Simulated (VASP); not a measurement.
Input of a VASP 6.6.1 run:

File POSCAR:

```
Rh
1.0
    0.0000000000      1.9008071574      1.9008071574
    1.9008071574      0.0000000000      1.9008071574
    1.9008071574      1.9008071574      0.0000000000
Rh
1
Direct
    0.0000000000      0.0000000000      0.0000000000
```

INCAR.step1

```
SYSTEM = Rh
  ALGO = Normal
  EDIFF = 1E-5
  ENCUT = 680
  GGA = PE
  GGA_COMPAT = .False.
  ISMEAR = -1
  LASPH = .True.
  LCHARG = .False.
  LREAL = .False.
  LWAVE = .True.
  NBANDS = 14
  NELM = 120
  PREC = Accurate
  SIGMA = 0.1
```

The input INCAR.step2:

```
SYSTEM = Rh
  ALGO = Normal
  EDIFF = 1E-6
  ENCUT = 680
  GGA_COMPAT = .False.
  ISIF = 2
  ISMEAR = -1
  ISTART = 1
  LASPH = .True.
  LCHARG = .True.
  LELF = .True.
  LMIXTAU = .True.
  LREAL = .False.
  LVHAR = .True.
  LWAVE = .False.
  METAGGA = R2SCAN
  NBANDS = 14
  NELM = 120
  PREC = Accurate
  SIGMA = 0.1
```

The input KPOINTS:

```
k-points
0
Gamma
  11 11 11
  0 0 0
```

Potentials or basis: VASP PAW PBE potentials, release 64 (Rh_sv_GW).

Command:

```console
$ cat potpaw_PBE.64/Rh_sv_GW/POTCAR > POTCAR
$ cp INCAR.step1 INCAR
$ mpirun -np 1 vasp_std > vasp.out
$ cp INCAR.step2 INCAR
$ mpirun -np 1 vasp_std > vasp.out
```

Problem. Predict the band gap on the k mesh.

Solution. Zero (an odd number of electrons rules out a gap without spin polarisation).

Problem. What does it give for the pressure?

Solution. 0.3 GPa.

Caveat: the PAW data sets were made with another functional, which shifts forces and pressure a little.
